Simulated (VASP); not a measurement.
Here is a VASP 6.6.1 calculation.

Contents of INCAR:

```
ALGO = Normal
EDIFF = 1E-6
ENCUT = 520
GGA = PS
ISIF = 2
ISMEAR = 0
LASPH = True
LCHARG = False
LREAL = False
LWAVE = False
NBANDS = 18
NELM = 100
PREC = Accurate
SIGMA = 0.1
```

File KPOINTS:

```
k-points
0
Gamma
  12 12 8
```

Contents of POSCAR:

```
Sb
1.0
    5.1851393833      0.0000000000      0.0000000000
   -2.5925696917      4.4904624281      0.0000000000
    0.0000000000      0.0000000000      6.3345521579
Sb
4
Direct
    0.3333333333      0.6666666667      0.4770752918
    0.6666666667      0.3333333333      0.9770752918
    0.6666666667      0.3333333333      0.5229247082
    0.3333333333      0.6666666667      0.0229247082
```

Potentials or basis: VASP PAW PBE potentials, release 64 (Sb).

Run with:

```bash
$ cat potpaw_PBE.64/Sb/POTCAR > POTCAR
$ mpirun -np 1 vasp_std > vasp.out
```

Q: What does it give for the band gap on the k mesh?

A: Zero (bands 10 and 11 overlap by 0.53 eV).

Q: Estimate the largest force.

A: 0.030 eV/Å.

Q: What does it give for the pressure?

A: 0.1 GPa.

Forces on the atoms (eV/Å):
```
Sb   0.000  0.000  0.030
Sb   0.000  0.000  0.030
Sb   0.000  0.000 -0.030
Sb   0.000  0.000 -0.030
```

Caveat: the PAW data sets were made with another functional, which shifts forces and pressure a little; spin-orbit coupling is left out, which moves the levels of the heavy elements.
